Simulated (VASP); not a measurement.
# TiAl3 (I4/mmm) in VASP: a series of runs

TiAl3 is run at these levels: PBE; tasks: single point.

Everything below comes from runs of VASP 6.6.1. Logs are shortened: lines on timing, memory, paths and dates and some standing lists are left out, and cuts for length are marked.

### Step 1. The cell of the first run

It takes space group I4/mmm (No. 139, tetragonal). Conventional cell: a = 3.860 Å, b = 3.860 Å, c = 8.561 Å, α = 90.00°, β = 90.00°, γ = 90.00°. Within 3.6 Å of Ti (site symmetry 4/mmm) lie 12 Al at 2.73 to 2.88 Å. Within 3.6 Å of Al (site symmetry -4m2) lie 8 Al at 2.73 to 2.88 Å and 4 Ti at 2.88 Å. Within 3.6 Å of Al (site symmetry 4/mmm) lie 4 Ti at 2.73 Å and 8 Al at 2.88 Å.

### Step 2. Single point, PBE

The input, INCAR:

```
SYSTEM = TiAl3
PREC = Accurate
ENCUT = 520
EDIFF = 1E-7
ISMEAR = -1
SIGMA = 0.05
LREAL = .FALSE.
LASPH = .TRUE.
NELM = 60
ALGO = Normal
ISIF = 2
LWAVE = .FALSE.
LCHARG = .FALSE.
GGA = PE
NBANDS = 18
```

The input, KPOINTS:

```
Automatic mesh
0
G
  8 8 8
  0 0 0
```

The input, POSCAR:

```
TiAl3
1.0
   -1.9302178390      1.9302178390      4.2806687947
    1.9302178390     -1.9302178390      4.2806687947
    1.9302178390      1.9302178390     -4.2806687947
Ti Al
1 3
Direct
    0.0000000000      0.0000000000      0.0000000000
    0.2500000000      0.7500000000      0.5000000000
    0.7500000000      0.2500000000      0.5000000000
    0.5000000000      0.5000000000      0.0000000000
```

Potentials or basis: VASP PAW PBE potentials, release 64 (Ti_sv, Al).

Started as:

```
> cat potpaw_PBE.64/Ti_sv/POTCAR potpaw_PBE.64/Al/POTCAR > POTCAR
> mpirun -np 1 vasp_std > vasp.out
```

OUTCAR:

```text
SYSTEM = TiAl3
   PREC = Accurate
   ENCUT = 520
   EDIFF = 1E-7
   ISMEAR = -1
   LREAL = .FALSE.
   LASPH = .TRUE.
   NELM = 60
   ISIF = 2
   GGA = PE

 ion  position               nearest neighbor table
   1  0.000  0.000  0.000-   4 2.73   4 2.73   4 2.73   4 2.73   3 2.88   2 2.88   3 2.88   2 2.88
                             3 2.88   3 2.88   2 2.88   2 2.88
   2  0.250  0.750  0.500-   3 2.73   3 2.73   3 2.73   3 2.73   4 2.88   1 2.88   4 2.88   4 2.88
                             1 2.88   1 2.88   4 2.88   1 2.88
   3  0.750  0.250  0.500-   2 2.73   2 2.73   2 2.73   2 2.73   4 2.88   1 2.88   4 2.88   1 2.88
                             4 2.88   4 2.88   1 2.88   1 2.88
   4  0.500  0.500  0.000-   1 2.73   1 2.73   1 2.73   1 2.73   3 2.88   2 2.88   3 2.88   3 2.88
                             2 2.88   2 2.88   3 2.88   2 2.88

  LATTYP: Found a body centered tetragonal cell.
 ALAT       =     3.8604356780
 C/A-ratio  =     2.2177127929

  Lattice vectors:

 A1 = (  -1.9302178390,   1.9302178390,   4.2806687947)
 A2 = (   1.9302178390,  -1.9302178390,   4.2806687947)
 A3 = (   1.9302178390,   1.9302178390,  -4.2806687947)

Analysis of symmetry for initial positions (statically):
=====================================================================
 Subroutine PRICEL returns:
 Original cell was already a primitive cell.

 Routine SETGRP: Setting up the symmetry group for a
 body centered tetragonal supercell.

 Subroutine GETGRP returns: Found 16 space group operations
 (whereof 16 operations were pure point group operations)
 out of a pool of 16 trial point group operations.

The static configuration has the point symmetry D_4h.

Analysis of symmetry for dynamics (positions and initial velocities):
=====================================================================
 Subroutine PRICEL returns:
 Original cell was already a primitive cell.

 Routine SETGRP: Setting up the symmetry group for a
 body centered tetragonal supercell.

 Subroutine GETGRP returns: Found 16 space group operations
 (whereof 16 operations were pure point group operations)
 out of a pool of 16 trial point group operations.

The dynamic configuration has the point symmetry D_4h.

 Subroutine INISYM returns: Found 16 space group operations
 (whereof 16 operations are pure point group operations),
 and found     1 'primitive' translations

----------------------------------------------------------------------------------------

                                     Primitive cell

  volume of cell :      63.7947

  direct lattice vectors                    reciprocal lattice vectors
    -1.930217839  1.930217839  4.280668795     0.000000000  0.259038120  0.116804178
     1.930217839 -1.930217839  4.280668795     0.259038120  0.000000000  0.116804178
     1.930217839  1.930217839 -4.280668795     0.259038120  0.259038120  0.000000000

  length of vectors
     5.076968302  5.076968302  5.076968302     0.284154823  0.284154823  0.366335222

  position of ions in fractional coordinates (direct lattice)
     0.000000000  0.000000000  0.000000000
     0.250000000  0.750000000  0.500000000
     0.750000000  0.250000000  0.500000000
     0.500000000  0.500000000  0.000000000

  ion indices of the primitive-cell ions
   primitive index   ion index
                 1           1
                 2           2
                 3           3
                 4           4

----------------------------------------------------------------------------------------

 KPOINTS: Automatic mesh

Automatic generation of k-mesh.
 Grid dimensions read from file:
 generate k-points for:    8    8    8

 Generating k-lattice:

  Cartesian coordinates                     Fractional coordinates (reciprocal lattice)
     0.000000000  0.032379765  0.014600522     0.125000000 -0.000000000  0.000000000
     0.032379765  0.000000000  0.014600522    -0.000000000  0.125000000  0.000000000
     0.032379765  0.032379765  0.000000000     0.000000000  0.000000000  0.125000000

  Length of vectors
     0.035519353  0.035519353  0.045791903

  Shift w.r.t. Gamma in fractional coordinates (k-lattice)
     0.000000000  0.000000000  0.000000000

 Subroutine IBZKPT returns following result:
 ===========================================

 Found     59 irreducible k-points:

 Following reciprocal coordinates:
            Coordinates               Weight
  0.000000  0.000000  0.000000      1.000000
  0.125000  0.000000  0.000000      8.000000
  0.250000  0.000000  0.000000      8.000000
  0.375000  0.000000 -0.000000      8.000000
  0.500000  0.000000  0.000000      4.000000
  0.125000  0.125000  0.000000      8.000000
[... 16 lines left out ...]
  0.250000  0.125000  0.125000     16.000000
  0.375000  0.125000  0.125000      8.000000
 [... further k-points ...]
   k-points           NKPTS =     59   k-points in BZ     NKDIM =     59   number of bands    NBANDS=     18
   number of dos      NEDOS =    301   number of ions     NIONS =      4
   total plane-waves  NPLWV =  64000
   dimension x,y,z NGX =    40 NGY =   40 NGZ =   40
   dimension x,y,z NGXF=    80 NGYF=   80 NGZF=   80
   ions per type =               1   3
   NGX,Y,Z   is equivalent  to a cutoff of  13.10, 13.10, 13.10 a.u.
   NGXF,Y,Z  is equivalent  to a cutoff of  26.20, 26.20, 26.20 a.u.
 SYSTEM =  TiAl3
   PREC   = accura    normal or accurate (medium, high low for compatibility)
   ISTART =      0    job   : 0-new  1-cont  2-samecut
   ICHARG =      2    charge: 1-file 2-atom 10-const
   ISPIN  =      1    spin polarized calculation?
   LNONCOLLINEAR =      F non collinear calculations
   LSORBIT =      F    spin-orbit coupling
   LASPH  =      T    aspherical Exc in radial PAW
   ENCUT  =  520.0 eV  38.22 Ry    6.18 a.u.   9.44  9.44  9.44*2*pi/ulx,y,z
   NELM   =     60;   NELMIN=  2; NELMDL= -5     # of ELM steps
   EDIFF  = 0.1E-06   stopping-criterion for ELM
   LREAL  =      F    real-space projection
   EDIFFG = 0.1E-05   stopping-criterion for IOM
   NSW    =      0    number of steps for IOM
   IBRION =     -1    ionic relax: 0-MD 1-quasi-New 2-CG
   NFREE  =      0    steps in history (QN), initial steepest desc. (CG)
   ISIF   =      2    stress and relaxation
   ISYM   =      2    0-nonsym 1-usesym 2-fastsym
   POTIM  = 0.5000    time-step for ionic-motion
   TEBEG  =    0.0;   TEEND  =   0.0 temperature during run
   PSTRESS=    0.0 pullay stress
   NELECT =      21.0000    total number of electrons
   NUPDOWN=      -1.0000    fix difference up-down
   EMIN   =  10.00;   EMAX   =-10.00  energy-range for DOS
   EFERMI =   0.00;   METHOD = LEGACY
   ISMEAR =    -1;   SIGMA  =   0.05  broadening in eV -4-tet -1-fermi 0-gaus
   EFERMI_NEDOS =   21; number of points for ismear=-14 and -15
   IALGO  =     38    algorithm
   IMIX   =      4    mixing-type and parameters
     AMIX     =   0.40;   BMIX     =  1.00
     AMIX_MAG =   1.60;   BMIX_MAG =  1.00
  volume/ion in A,a.u.               =      15.95       107.63
  Fermi-wavevector in a.u.,A,eV,Ry     =   1.130368  2.136086 17.384596  1.277732
  Thomas-Fermi vector in A             =   2.267064
   LORBIT       =      0    0 simple, 1 ext, 2 COOP (PROOUT), +10 PAW based schemes
   GGA     = PE    functional components
   LHFCALC =     F    Hartree Fock is set to
   AEXX    =    0.0000 exact exchange contribution
   IVDW    =     0    specifies the selected vdW correction
   LEPSILON=     F    determine dielectric tensor
   LRPA    =     F    only Hartree local field effects (RPA)
 non-spin polarized calculation
  energy-cutoff  :      520.00
  volume of cell :       63.79
 maximum number of plane-waves:      1744
 NGX is ok and might be reduce to    40
   NGX = 19   NGY = 19   NGZ = 19

 number of electron      21.0000000 magnetization

 Free energy of the ion-electron system (eV)
  ---------------------------------------------------
  ext. energy  EPLUGINS =         0.00000000
  ---------------------------------------------------
  free energy    TOTEN  =       -20.66968865 eV

  energy without entropy =      -20.65756325  energy(sigma->0) =      -20.66362595

 E-fermi :   8.1753     XC(G=0): -10.7150

 val. band max:        8.1735199701   @ k =  -0.3750   0.5000   0.2500
 cond. band min:       8.2139529310   @ k =   0.5000   0.5000   0.3750
 fundamental gap:      0.0404329609
 Fermi energy:         8.1752911085

 k-point     1 :       0.0000    0.0000    0.0000
  band No.  band energies     occupation
      1     -48.3449      2.00000
      2     -24.6589      2.00000
      3     -24.6589      2.00000
      4     -24.5737      2.00000
      5      -1.8594      2.00000
      6       5.3958      2.00000
[... 10 lines left out ...]
     17      11.9216      0.00000
     18      11.9386      0.00000

 k-point     2 :       0.1250    0.0000    0.0000
  band No.  band energies     occupation
      1     -48.3447      2.00000
      2     -24.6625      2.00000
      3     -24.6587      2.00000
      4     -24.5736      2.00000
      5      -1.6676      2.00000
      6       4.7852      2.00000
[... 10 lines left out ...]
     17      11.9996      0.00000
     18      12.8883      0.00000

 k-point     3 :       0.2500    0.0000    0.0000
  band No.  band energies     occupation
      1     -48.3443      2.00000
      2     -24.6713      2.00000
      3     -24.6581      2.00000
      4     -24.5732      2.00000
      5      -1.1010      2.00000
      6       3.9146      2.00000
[... 10 lines left out ...]
     17      12.5251      0.00000
     18      13.6098      0.00000

 k-point     4 :       0.3750    0.0000   -0.0000
  band No.  band energies     occupation
      1     -48.3439      2.00000
      2     -24.6800      2.00000
      3     -24.6575      2.00000
      4     -24.5728      2.00000
      5      -0.1877      2.00000
      6       2.5100      2.00000
[... 10 lines left out ...]
     17      12.7991      0.00000
     18      13.8632      0.00000

 k-point     5 :       0.5000    0.0000    0.0000
  band No.  band energies     occupation
      1     -48.3437      2.00000
      2     -24.6835      2.00000
      3     -24.6573      2.00000
      4     -24.5727      2.00000
      5       0.8614      2.00000
      6       1.2413      2.00000
[... 10 lines left out ...]
     17      12.7195      0.00000
     18      13.7077      0.00000

 k-point     6 :       0.1250    0.1250    0.0000
  band No.  band energies     occupation
      1     -48.3445      2.00000
      2     -24.6625      2.00000
      3     -24.6620      2.00000
      4     -24.5735      2.00000
      5      -1.4146      2.00000
      6       4.1654      2.00000
[... 10 lines left out ...]
     17      12.8283      0.00000
     18      12.9964      0.00000

 k-point     7 :       0.2500    0.1250   -0.0000
  band No.  band energies     occupation
      1     -48.3441      2.00000
      2     -24.6709      2.00000
      3     -24.6616      2.00000
      4     -24.5732      2.00000
      5      -0.7945      2.00000
      6       3.5891      2.00000
[... 10 lines left out ...]
     17      12.7644      0.00000
     18      13.6846      0.00000

 k-point     8 :       0.3750    0.1250    0.0000
  band No.  band energies     occupation
      1     -48.3437      2.00000
      2     -24.6795      2.00000
      3     -24.6609      2.00000
      4     -24.5727      2.00000
      5       0.1585      2.00000
      6       2.4054      2.00000
[... 10 lines left out ...]
     17      13.4269      0.00000
     18      13.6302      0.00000
[... 229 lines left out ...]
     17      11.8605      0.00000
     18      13.9360      0.00000

 k-point    20 :      -0.3750    0.3750    0.0000
  band No.  band energies     occupation
      1     -48.3430      2.00000
      2     -24.6778      2.00000
      3     -24.6768      2.00000
      4     -24.5708      2.00000
      5       0.8468      2.00000
      6       4.0760      2.00000
[... 10 lines left out ...]
     17      11.5421      0.00000
     18      14.6070      0.00000

 k-point    21 :       0.5000    0.5000    0.0000
  band No.  band energies     occupation
      1     -48.3427      2.00000
      2     -24.6806      2.00000
      3     -24.6799      2.00000
      4     -24.5703      2.00000
      5       2.3433      2.00000
      6       3.0643      2.00000
[... 10 lines left out ...]
     17      11.3973      0.00000
     18      13.8263      0.00000

 k-point    22 :       0.1250    0.1250    0.1250
  band No.  band energies     occupation
      1     -48.3437      2.00000
      2     -24.6705      2.00000
      3     -24.6695      2.00000
      4     -24.5722      2.00000
      5      -0.4897      2.00000
      6       4.3150      2.00000
[... 10 lines left out ...]
     17      12.1065      0.00000
     18      14.9375      0.00000

 k-point    23 :       0.2500    0.1250    0.1250
  band No.  band energies     occupation
      1     -48.3434      2.00000
      2     -24.6784      2.00000
      3     -24.6691      2.00000
      4     -24.5717      2.00000
      5       0.3926      2.00000
      6       3.0383      2.00000
[... 10 lines left out ...]
     17      12.8618      0.00000
     18      14.1900      0.00000

 k-point    24 :       0.3750    0.1250    0.1250
  band No.  band energies     occupation
      1     -48.3432      2.00000
      2     -24.6819      2.00000
      3     -24.6688      2.00000
      4     -24.5715      2.00000
      5       1.3566      2.00000
      6       1.8576      2.00000
[... 10 lines left out ...]
     17      13.1495      0.00000
     18      13.7992      0.00000

 [... further k-points ...]
[... 5 lines left out ...]
  --------------------------------------------------------------------------------------
  -------------------------------------------------------------------------------------
  Total       -0.3010537     -0.3010537      0.4282546      0.0000000      0.0000000      0.0000000
  in kB       -7.5608432     -7.5608432     10.7554445      0.0000000      0.0000000      0.0000000
  external PRESSURE =      -1.4554140 kB  Pullay stress =       0.0000000 kB

 VOLUME and BASIS-vectors are now :
 -----------------------------------------------------------------------------
  energy-cutoff  :      520.00
  volume of cell :       63.79
      direct lattice vectors                 reciprocal lattice vectors
    -1.930217839  1.930217839  4.280668795     0.000000000  0.259038120  0.116804178
     1.930217839 -1.930217839  4.280668795     0.259038120  0.000000000  0.116804178
     1.930217839  1.930217839 -4.280668795     0.259038120  0.259038120  0.000000000

 POSITION                                       TOTAL-FORCE (eV/Angst)
 -----------------------------------------------------------------------------------
      0.00000      0.00000      0.00000         0.000000     -0.000000     -0.000000
      1.93022      0.00000      2.14033        -0.000000      0.000000      0.000000
      0.00000      1.93022      2.14033         0.000000     -0.000000     -0.000000
      0.00000      0.00000      4.28067         0.000000     -0.000000     -0.000000
 -----------------------------------------------------------------------------------
    total drift:                               -0.000000     -0.000000      0.000000

  FREE ENERGIE OF THE ION-ELECTRON SYSTEM (eV)
  ---------------------------------------------------
  free  energy   TOTEN  =       -20.6696886480 eV

  energy  without entropy=      -20.6575632520  energy(sigma->0) =      -20.66362595
```

Wall time 2.5 min (1 thread of Intel Xeon 8259CL, shared host); peak memory 0.27 GiB.

What came out:

```
Free energy            : -20.6697 eV
Pressure               : -0.1 GPa
Band gap on the k mesh : zero (an odd number of electrons rules out a gap without spin polarisation)
```

### Step 3. Single point, PBE

This run uses another cell than the first one, of 14.41 Å³/atom.

The input, INCAR:

```
ALGO = Normal
EDIFF = 1E-6
ENCUT = 520
GGA = PE
ISIF = 2
ISMEAR = -1
LASPH = T
LCHARG = T
LELF = T
LREAL = F
LVHAR = T
LWAVE = F
NBANDS = 18
NELM = 100
PREC = Accurate
SIGMA = 0.05
```

The input, KPOINTS:

```
k-points
0
Gamma
  9 9 9
```

The input, POSCAR:

```
TiAl3
1.0
   -1.8346625004      1.8346625004      4.2806687947
    1.8346625004     -1.8346625004      4.2806687947
    1.8346625004      1.8346625004     -4.2806687947
Ti Al
1 3
Direct
    0.0000000000      0.0000000000      0.0000000000
    0.2500000000      0.7500000000      0.5000000000
    0.7500000000      0.2500000000      0.5000000000
    0.5000000000      0.5000000000      0.0000000000
```

Potentials or basis: VASP PAW PBE potentials, release 64 (Ti_sv, Al).

Started as:

```
> cat potpaw_PBE.64/Ti_sv/POTCAR potpaw_PBE.64/Al/POTCAR > POTCAR
> mpirun -np 1 vasp_std > vasp.out
```

It took 3.1 min on 1 thread of Intel Xeon 8259CL, shared host; peak memory 0.27 GiB.

It converged, with:

| Item | Value |
| --- | --- |
| Free energy | -20.3873 eV |
| Pressure | 13.4 GPa |
| Band gap on the k mesh | zero (an odd number of electrons rules out a gap without spin polarisation) |

Stress tensor (GPa, compression positive):
```
16.68  0.00  0.00
 0.00 16.68  0.00
 0.00  0.00  6.72
```

Levels at points of the mesh, in eV from the Fermi level:
```csv
k point,band 7,band 8,band 9,band 10,band 11,band 12,band 13,band 14
"(0.00, 0.00, 0.00)",-3.07,-1.53,-1.18,-1.18,0.96,2.14,2.14,2.25
```

Caveat: the stress differs along the axes, from 7 to 17 GPa.

The gap in the log of VASP goes by the Fermi energy; the results here count the filled bands.